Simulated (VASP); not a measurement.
# Pb (I4/mmm) in VASP: a series of runs

Runs on Pb. Level: PBE. Tasks: single point.

Program: VASP 6.6.1. These are calculated values, not measurements. Logs are shortened: lines on timing, memory, paths and dates and some standing lists are left out, and cuts for length are marked.

## Step 1: The cell of the first run

Symmetry: I4/mmm, No. 139, tetragonal system. Conventional cell: a = 3.493 Å, b = 3.493 Å, c = 5.014 Å, α = 90.00°, β = 90.00°, γ = 90.00°. Within 4.6 Å of Pb (site symmetry 4/mmm) lie 12 Pb at 3.49 to 3.52 Å.

## Step 2: Single point, PBE (strain +0.0150 x Voigt [0, 0, 1, 0, 0, 0])

Contents of INCAR:

```
SYSTEM = Pb
PREC = Accurate
ENCUT = 520
EDIFF = 1E-6
ISMEAR = 0
SIGMA = 0.15
LREAL = .False.
LASPH = .True.
NELM = 100
ALGO = Fast
ISIF = 2
LWAVE = .False.
LCHARG = .False.
GGA = PE
NBANDS = 13
```

Contents of KPOINTS:

```
Automatic mesh
0
Gamma
  16 16 16
  0 0 0
```

Contents of POSCAR:

```
Pb
1.0
    0.0000000000      2.4698000000      2.5068470000
    2.4698000000      0.0000000000      2.5068470000
    2.4698000000      2.4698000000      0.0000000000
Pb
1
Direct
    0.0000000000      0.0000000000      0.0000000000
```

Potentials or basis: VASP PAW PBE potentials, release 64 (Pb_d).

On the command line:

```bash
> cat potpaw_PBE.64/Pb_d/POTCAR > POTCAR
> mpirun -np 1 vasp_std > vasp.out
```

OUTCAR:

```text
SYSTEM = Pb
   PREC = Accurate
   ENCUT = 520
   EDIFF = 1E-6
   ISMEAR = 0
   LREAL = .False.
   LASPH = .True.
   NELM = 100
   ISIF = 2
   GGA = PE

 ion  position               nearest neighbor table
   1  0.000  0.000  0.000-

  LATTYP: Found a body centered tetragonal cell.
 ALAT       =     3.4928246563
 C/A-ratio  =     1.4354267658

  Lattice vectors:

 A1 = (  -2.4698000000,   0.0000000000,   2.5068470000)
 A2 = (   2.4698000000,   0.0000000000,   2.5068470000)
 A3 = (   0.0000000000,   2.4698000000,  -2.5068470000)

Analysis of symmetry for initial positions (statically):
=====================================================================
 Subroutine PRICEL returns:
 Original cell was already a primitive cell.

 Routine SETGRP: Setting up the symmetry group for a
 body centered tetragonal supercell.

 Subroutine GETGRP returns: Found 16 space group operations
 (whereof 16 operations were pure point group operations)
 out of a pool of 16 trial point group operations.

The static configuration has the point symmetry D_4h.

Analysis of symmetry for dynamics (positions and initial velocities):
=====================================================================
 Subroutine PRICEL returns:
 Original cell was already a primitive cell.

 Routine SETGRP: Setting up the symmetry group for a
 body centered tetragonal supercell.

 Subroutine GETGRP returns: Found 16 space group operations
 (whereof 16 operations were pure point group operations)
 out of a pool of 16 trial point group operations.

The dynamic configuration has the point symmetry D_4h.

 Subroutine INISYM returns: Found 16 space group operations
 (whereof 16 operations are pure point group operations),
 and found     1 'primitive' translations

----------------------------------------------------------------------------------------

                                     Primitive cell

  volume of cell :      30.5831

  direct lattice vectors                    reciprocal lattice vectors
     0.000000000  2.469800000  2.506847000    -0.202445542  0.202445542  0.199453736
     2.469800000  0.000000000  2.506847000     0.202445542 -0.202445542  0.199453736
     2.469800000  2.469800000  0.000000000     0.202445542  0.202445542 -0.199453736

  length of vectors
     3.519118344  3.519118344  3.492824656     0.348927196  0.348927196  0.348927196

  position of ions in fractional coordinates (direct lattice)
     0.000000000  0.000000000  0.000000000

  ion indices of the primitive-cell ions
   primitive index   ion index
                 1           1

----------------------------------------------------------------------------------------

 KPOINTS: Automatic mesh

Automatic generation of k-mesh.
 Grid dimensions read from file:
 generate k-points for:   16   16   16

 Generating k-lattice:

  Cartesian coordinates                     Fractional coordinates (reciprocal lattice)
    -0.012652846  0.012652846  0.012465859     0.062500000  0.000000000  0.000000000
     0.012652846 -0.012652846  0.012465859     0.000000000  0.062500000  0.000000000
     0.012652846  0.012652846 -0.012465859     0.000000000  0.000000000  0.062500000

  Length of vectors
     0.021807950  0.021807950  0.021807950

  Shift w.r.t. Gamma in fractional coordinates (k-lattice)
     0.000000000  0.000000000  0.000000000

 Subroutine IBZKPT returns following result:
 ===========================================

 Found    349 irreducible k-points:

 Following reciprocal coordinates:
            Coordinates               Weight
  0.000000  0.000000  0.000000      1.000000
  0.062500  0.000000  0.000000      8.000000
  0.125000  0.000000  0.000000      8.000000
  0.187500  0.000000  0.000000      8.000000
  0.250000  0.000000  0.000000      8.000000
  0.312500  0.000000  0.000000      8.000000
[... 16 lines left out ...]
 -0.125000  0.062500  0.000000      8.000000
 -0.062500  0.062500  0.000000      4.000000
 [... further k-points ...]
   k-points           NKPTS =    349   k-points in BZ     NKDIM =    349   number of bands    NBANDS=     13
   number of dos      NEDOS =    301   number of ions     NIONS =      1
   total plane-waves  NPLWV =  21952
   dimension x,y,z NGX =    28 NGY =   28 NGZ =   28
   dimension x,y,z NGXF=    56 NGYF=   56 NGZF=   56
   ions per type =               1
   NGX,Y,Z   is equivalent  to a cutoff of  13.23, 13.23, 13.33 a.u.
   NGXF,Y,Z  is equivalent  to a cutoff of  26.45, 26.45, 26.65 a.u.
 SYSTEM =  Pb
   PREC   = accura    normal or accurate (medium, high low for compatibility)
   ISTART =      0    job   : 0-new  1-cont  2-samecut
   ICHARG =      2    charge: 1-file 2-atom 10-const
   ISPIN  =      1    spin polarized calculation?
   LNONCOLLINEAR =      F non collinear calculations
   LSORBIT =      F    spin-orbit coupling
   LASPH  =      T    aspherical Exc in radial PAW
   ENCUT  =  520.0 eV  38.22 Ry    6.18 a.u.   6.54  6.54  6.49*2*pi/ulx,y,z
[... 119 lines left out ...]
     12      20.0246      0.00000
     13      20.2645      0.00000

 k-point     5 :       0.2500    0.0000    0.0000
  band No.  band energies     occupation
      1      -9.8910      2.00000
      2      -9.8552      2.00000
      3      -9.8415      2.00000
      4      -9.7141      2.00000
      5      -9.7105      2.00000
      6      -3.3241      2.00000
      7       7.9271      0.00000
      8      13.4393      0.00000
      9      13.5764      0.00000
     10      16.1311      0.00000
     11      18.5880      0.00000
     12      19.3971      0.00000
     13      19.6388      0.00000

 k-point     6 :       0.3125    0.0000    0.0000
  band No.  band energies     occupation
      1      -9.8969      2.00000
      2      -9.8619      2.00000
      3      -9.8475      2.00000
      4      -9.6792      2.00000
      5      -9.6783      2.00000
      6      -2.6796      2.00000
      7       6.1940      2.00000
      8      13.0972      0.00000
      9      13.2799      0.00000
     10      16.0803      0.00000
     11      17.8850      0.00000
     12      18.8915      0.00000
     13      19.1272      0.00000

 k-point     7 :       0.3750    0.0000    0.0000
  band No.  band energies     occupation
      1      -9.9033      2.00000
      2      -9.8706      2.00000
      3      -9.8562      2.00000
      4      -9.6487      2.00000
      5      -9.6444      2.00000
      6      -1.9504      2.00000
      7       4.6757      2.00000
      8      12.8260      0.00000
      9      13.0445      0.00000
     10      16.1194      0.00000
     11      17.3028      0.00000
     12      18.5306      0.00000
     13      18.7553      0.00000
[... 193 lines left out ...]
 k-point    20 :      -0.3125    0.0625    0.0000
  band No.  band energies     occupation
      1      -9.8947      2.00000
      2      -9.8639      2.00000
      3      -9.8442      2.00000
      4      -9.6861      2.00000
      5      -9.6545      2.00000
      6      -2.3714      2.00000
      7       5.6939      2.00000
      8      11.8771      0.00000
      9      13.5183      0.00000
     10      16.4948      0.00000
     11      17.4607      0.00000
     12      18.7686      0.00000
     13      19.8286      0.00000

 k-point    21 :      -0.2500    0.0625    0.0000
  band No.  band energies     occupation
      1      -9.8900      2.00000
      2      -9.8555      2.00000
      3      -9.8365      2.00000
      4      -9.7211      2.00000
      5      -9.6860      2.00000
      6      -3.0500      2.00000
      7       7.3467      0.32147
      8      12.1109      0.00000
      9      13.9380      0.00000
     10      16.6093      0.00000
     11      17.9993      0.00000
     12      19.0680      0.00000
     13      20.3753      0.00000

 k-point    22 :      -0.1875    0.0625    0.0000
  band No.  band energies     occupation
      1      -9.8862      2.00000
      2      -9.8528      2.00000
      3      -9.8368      2.00000
      4      -9.7457      2.00000
      5      -9.7165      2.00000
      6      -3.6121      2.00000
      7       9.1564      0.00000
      8      12.4595      0.00000
      9      14.3181      0.00000
     10      16.7028      0.00000
     11      18.7264      0.00000
     12      19.5268      0.00000
     13      20.2448      0.00000

 k-point    23 :      -0.1250    0.0625    0.0000
  band No.  band energies     occupation
      1      -9.8833      2.00000
      2      -9.8604      2.00000
      3      -9.8497      2.00000
      4      -9.7517      2.00000
      5      -9.7379      2.00000
      6      -4.0348      2.00000
      7      11.0344      0.00000
      8      12.9233      0.00000
      9      14.5716      0.00000
     10      16.7558      0.00000
     11      19.3262      0.00000
     12      19.7752      0.00000
     13      19.9030      0.00000

 k-point    24 :      -0.0625    0.0625    0.0000
  band No.  band energies     occupation
      1      -9.8804      2.00000
      2      -9.8761      2.00000
      3      -9.8648      2.00000
      4      -9.7488      2.00000
      5      -9.7466      2.00000
      6      -4.3102      2.00000
      7      12.7109      0.00000
      8      13.5938      0.00000
      9      14.6182      0.00000
     10      16.7224      0.00000
     11      19.0317      0.00000
     12      19.7055      0.00000
     13      20.6436      0.00000

 [... further k-points ...]
[... 5 lines left out ...]
  --------------------------------------------------------------------------------------
  -------------------------------------------------------------------------------------
  Total        0.3744764      0.3744764      0.3304362      0.0000000     -0.0000000     -0.0000000
  in kB       19.6179487     19.6179487     17.3107851      0.0000000     -0.0000000     -0.0000000
  external PRESSURE =      18.8488941 kB  Pullay stress =       0.0000000 kB

 VOLUME and BASIS-vectors are now :
 -----------------------------------------------------------------------------
  energy-cutoff  :      520.00
  volume of cell :       30.58
      direct lattice vectors                 reciprocal lattice vectors
     0.000000000  2.469800000  2.506847000    -0.202445542  0.202445542  0.199453736
     2.469800000  0.000000000  2.506847000     0.202445542 -0.202445542  0.199453736
     2.469800000  2.469800000  0.000000000     0.202445542  0.202445542 -0.199453736

 POSITION                                       TOTAL-FORCE (eV/Angst)
 -----------------------------------------------------------------------------------
      0.00000      0.00000      0.00000        -0.000000      0.000000      0.000000
 -----------------------------------------------------------------------------------
    total drift:                               -0.000000     -0.000000     -0.000000

  FREE ENERGIE OF THE ION-ELECTRON SYSTEM (eV)
  ---------------------------------------------------
  free  energy   TOTEN  =        -3.5596910229 eV

  energy  without entropy=       -3.5548478564  energy(sigma->0) =       -3.55726944
```

Run time: 55 s. Hardware: 1 thread of Intel Xeon 6975P-C (Granite Rapids), shared host; peak memory 0.25 GiB.

What came out:

```yaml
Free_energy: -3.5597 eV
Pressure: 1.9 GPa
Band_gap_on_the_k_mesh: zero (band 7 reaches 14.53 eV, above the bottom of band 8 at 5.46 eV)
```

Stress tensor (GPa, compression positive):
```
1.96 0.00 0.00
0.00 1.96 0.00
0.00 0.00 1.73
```

Caveat: the cell differs from its parent crystal (strain +0.0150 x Voigt [0, 0, 1, 0, 0, 0]); spin-orbit coupling is left out, which moves the levels of the heavy elements.

## Step 3: Single point, PBE (strain +0.0300 x Voigt [0, 0, 1, 0, 0, 0])

Contents of INCAR:

```
SYSTEM = Pb
PREC = Accurate ; ENCUT = 520
EDIFF = 1E-7 ; ISMEAR = 0
SIGMA = 0.15 ; LREAL = .FALSE.
LASPH = .TRUE. ; NELM = 60
ALGO = Fast ; ISIF = 2
LWAVE = .FALSE. ; LCHARG = .FALSE.
GGA = PE ; NBANDS = 13
```

Contents of KPOINTS:

```
Automatic mesh
0
G
  16 16 16
  0 0 0
```

Contents of POSCAR:

```
Pb
1.0
    0.0000000000      2.4698000000      2.5438940000
    2.4698000000      0.0000000000      2.5438940000
    2.4698000000      2.4698000000      0.0000000000
Pb
1
Direct
    0.0000000000      0.0000000000      0.0000000000
```

Potentials or basis: VASP PAW PBE potentials, release 64 (Pb_d).

On the command line:

```bash
> cat potpaw_PBE.64/Pb_d/POTCAR > POTCAR
> mpirun -np 1 vasp_std > vasp.out
```

It took 73 s on 1 thread of Intel Xeon 6975P-C (Granite Rapids), shared host; peak memory 0.26 GiB.

Results (log left out):

| Property | Result |
| --- | --- |
| Free energy | -3.5635 eV |
| Pressure | 1.1 GPa |
| Band gap on the k mesh | zero (band 7 reaches 14.25 eV, above the bottom of band 8 at 5.29 eV) |

Stress tensor (GPa, compression positive):
```
1.30 0.00 0.00
0.00 1.30 0.00
0.00 0.00 0.83
```

Levels at points of the mesh, in eV from the Fermi level:
| k point | band 5 | band 6 | band 7 | band 8 | band 9 | band 10 |
| --- | --- | --- | --- | --- | --- | --- |
| (0.00, 0.00, 0.00) | -16.96 | -11.65 | 7.18 | 7.18 | 7.22 | 9.71 |
| (0.50, 0.00, 0.00) | -16.84 | -8.15 | -4.14 | 5.15 | 5.65 | 9.14 |
| (0.50, 0.50, 0.00) | -16.82 | -7.01 | -3.38 | 2.22 | 2.22 | 5.49 |
| (0.50, 0.00, 0.50) | -16.80 | -6.69 | -3.15 | 1.77 | 1.96 | 5.16 |

Caveat: the cell differs from its parent crystal (strain +0.0300 x Voigt [0, 0, 1, 0, 0, 0]); spin-orbit coupling is left out, which moves the levels of the heavy elements.

## Step 4: Single point, PBE (strain +0.0450 x Voigt [0, 0, 1, 0, 0, 0])

Contents of INCAR:

```
  PREC = Accurate
  ENCUT = 520
  EDIFF = 1E-7
  ISMEAR = 0
  SIGMA = 0.15
  LREAL = F
  LASPH = T
  NELM = 100
  ALGO = Fast
  ISIF = 2
  LWAVE = F
  LCHARG = F
  GGA = PE
  NBANDS = 13
```

Contents of KPOINTS:

```
Automatic mesh
0
Gamma
  16 16 16
```

Contents of POSCAR:

```
Pb
1.0
    0.0000000000      2.4698000000      2.5809410000
    2.4698000000      0.0000000000      2.5809410000
    2.4698000000      2.4698000000      0.0000000000
Pb
1
Direct
    0.0000000000      0.0000000000      0.0000000000
```

On the command line:

```bash
> cat potpaw_PBE.64/Pb_d/POTCAR > POTCAR
> mpirun -np 1 vasp_std > vasp.out
```

It took 68 s on 1 thread of Intel Xeon 6975P-C (Granite Rapids), shared host; peak memory 0.26 GiB.

Results (log left out):

```
Free energy            : -3.5650 eV
Pressure               : 0.5 GPa
Band gap on the k mesh : zero (band 7 reaches 13.97 eV, above the bottom of band 8 at 5.13 eV)
```

Stress tensor (GPa, compression positive):
```
0.75 0.00 0.00
0.00 0.75 0.00
0.00 0.00 0.09
```

Levels at points of the mesh, in eV from the Fermi level:
```tsv
k point	band 5	band 6	band 7	band 8	band 9	band 10
(0.00, 0.00, 0.00)	-16.94	-11.54	7.07	7.07	7.12	9.72
(0.50, 0.00, 0.00)	-16.83	-8.13	-4.05	4.95	5.70	8.95
(0.50, 0.50, 0.00)	-16.81	-7.12	-3.37	2.33	2.33	5.57
(0.50, 0.00, 0.50)	-16.79	-6.65	-3.04	1.67	1.96	5.09
```

Caveat: the cell differs from its parent crystal (strain +0.0450 x Voigt [0, 0, 1, 0, 0, 0]); spin-orbit coupling is left out, which moves the levels of the heavy elements.

## Step 5: Single point, PBE (strain +0.0600 x Voigt [0, 0, 1, 0, 0, 0])

Contents of INCAR:

```
SYSTEM = Pb
ALGO     = Fast           ! electronic algorithm
EDIFF    = 1E-6           ! SCF threshold, eV
ENCUT    = 520            ! plane-wave cutoff, eV
GGA      = PE             ! functional
ISIF     = 2              ! what is computed and relaxed
ISMEAR   = 0              ! smearing method
LASPH    = .TRUE.         ! aspherical terms in the spheres
LCHARG   = .FALSE.        ! write CHGCAR
LREAL    = .FALSE.        ! projectors in reciprocal space
LWAVE    = .FALSE.        ! write WAVECAR
NBANDS   = 13             ! bands
NELM     = 100            ! most SCF steps
PREC     = Accurate       ! precision mode
SIGMA    = 0.15           ! smearing width, eV
```

Contents of KPOINTS:

```
k-points
0
G
  16 16 16
  0 0 0
```

Contents of POSCAR:

```
Pb
1.0
    0.0000000000      2.4698000000      2.6179880000
    2.4698000000      0.0000000000      2.6179880000
    2.4698000000      2.4698000000      0.0000000000
Pb
1
Direct
    0.0000000000      0.0000000000      0.0000000000
```

On the command line:

```bash
> cat potpaw_PBE.64/Pb_d/POTCAR > POTCAR
> mpirun -np 1 vasp_std > vasp.out
```

Run time: 57 s. Hardware: 1 thread of Intel Xeon 6975P-C (Granite Rapids), shared host; peak memory 0.26 GiB.

The run converged. Its results:

```yaml
Free_energy: -3.5646 eV
Pressure: 0.0 GPa
Band_gap_on_the_k_mesh: zero (band 7 reaches 13.71 eV, above the bottom of band 8 at 4.98 eV)
```

Stress tensor (GPa, compression positive):
```
 0.28  0.00  0.00
 0.00  0.28  0.00
 0.00  0.00 -0.47
```

Levels at points of the mesh, in eV from the Fermi level:
| k point | band 4 | band 5 | band 6 | band 7 | band 8 | band 9 | band 10 | band 11 |
| --- | --- | --- | --- | --- | --- | --- | --- | --- |
| (0.00, 0.00, 0.00) | -16.98 | -16.92 | -11.44 | 6.97 | 6.97 | 7.02 | 9.74 | 10.67 |
| (0.50, 0.00, 0.00) | -16.84 | -16.82 | -8.10 | -3.97 | 4.76 | 5.74 | 8.75 | 9.28 |
| (0.50, 0.50, 0.00) | -16.81 | -16.81 | -7.23 | -3.37 | 2.43 | 2.43 | 5.64 | 6.88 |
| (0.50, 0.00, 0.50) | -16.82 | -16.77 | -6.61 | -2.94 | 1.57 | 1.95 | 5.02 | 6.29 |

Caveat: the cell differs from its parent crystal (strain +0.0600 x Voigt [0, 0, 1, 0, 0, 0]); spin-orbit coupling is left out, which moves the levels of the heavy elements.

## Step 6: Single point, PBE (strain +0.0525 x Voigt [0, 0, 1, 0, 0, 0])

Contents of INCAR:

```
ALGO = Fast
EDIFF = 1E-6
ENCUT = 520
GGA = PE
ISIF = 2
ISMEAR = 0
LASPH = T
LCHARG = T
LELF = T
LREAL = F
LVHAR = T
LWAVE = F
NBANDS = 13
NELM = 60
PREC = Accurate
SIGMA = 0.15
```

Contents of KPOINTS:

```
k-points
0
Gamma
  16 16 16
```

Contents of POSCAR:

```
Pb
1.0
    0.0000000000      2.4698000000      2.5994645000
    2.4698000000      0.0000000000      2.5994645000
    2.4698000000      2.4698000000      0.0000000000
Pb
1
Direct
    0.0000000000      0.0000000000      0.0000000000
```

Potentials or basis: VASP PAW PBE potentials, release 64 (Pb_d).

On the command line:

```bash
> cat potpaw_PBE.64/Pb_d/POTCAR > POTCAR
> mpirun -np 1 vasp_std > vasp.out
```

It took 58 s on 1 thread of Intel Xeon 6975P-C (Granite Rapids), shared host; peak memory 0.25 GiB.

It converged, with:

| Quantity | Value |
| --- | --- |
| Free energy | -3.5650 eV |
| Pressure | 0.3 GPa |
| Band gap on the k mesh | zero (band 7 reaches 13.84 eV, above the bottom of band 8 at 5.06 eV) |

Stress tensor (GPa, compression positive):
```
 0.54  0.00  0.00
 0.00  0.54  0.00
 0.00  0.00 -0.18
```

Levels at points of the mesh, in eV from the Fermi level:
| k point | band 4 | band 5 | band 6 | band 7 | band 8 | band 9 | band 10 | band 11 |
| --- | --- | --- | --- | --- | --- | --- | --- | --- |
| (0.00, 0.00, 0.00) | -16.98 | -16.93 | -11.49 | 7.02 | 7.02 | 7.07 | 9.73 | 10.75 |
| (0.50, 0.00, 0.00) | -16.85 | -16.82 | -8.12 | -4.01 | 4.86 | 5.72 | 8.85 | 9.26 |
| (0.50, 0.50, 0.00) | -16.81 | -16.81 | -7.17 | -3.37 | 2.38 | 2.38 | 5.60 | 6.84 |
| (0.50, 0.00, 0.50) | -16.82 | -16.78 | -6.63 | -2.99 | 1.62 | 1.96 | 5.06 | 6.33 |

Caveat: the cell differs from its parent crystal (strain +0.0525 x Voigt [0, 0, 1, 0, 0, 0]); spin-orbit coupling is left out, which moves the levels of the heavy elements.

## Step 7: The runs side by side

```tsv
cell	further INCAR settings	gap on the mesh (eV)	pressure (GPa)
a = 3.519, b = 3.519, c = 3.493 Å, angles 60.2, 60.2, 59.5°, 1 atom	ALGO = Fast; EDIFF = 1e-06; NBANDS = 13	none	1.9
a = 3.546, b = 3.546, c = 3.493 Å, angles 60.5, 60.5, 59.0°, 1 atom	ALGO = Fast; EDIFF = 1e-07; NBANDS = 13	none	1.1
a = 3.572, b = 3.572, c = 3.493 Å, angles 60.7, 60.7, 58.5°, 1 atom	ALGO = Fast; EDIFF = 1e-07; NBANDS = 13	none	0.5
a = 3.599, b = 3.599, c = 3.493 Å, angles 61.0, 61.0, 58.1°, 1 atom	ALGO = Fast; EDIFF = 1e-06; NBANDS = 13	none	0.0
a = 3.586, b = 3.586, c = 3.493 Å, angles 60.9, 60.9, 58.3°, 1 atom	ALGO = Fast; EDIFF = 1e-06; NBANDS = 13	none	0.3
```

Alike in all rows: task single point; level PBE; potentials or basis VASP PAW PBE potentials, release 64 (Pb_d); no spin polarisation; k mesh 16 × 16 × 16; cutoff (eV) 520; smearing gaussian 0.15 eV.

Caveats: spin-orbit coupling is left out, which moves the levels of the heavy elements.

Total energies depend on the potentials used, so only differences within one code and one set of settings carry meaning.
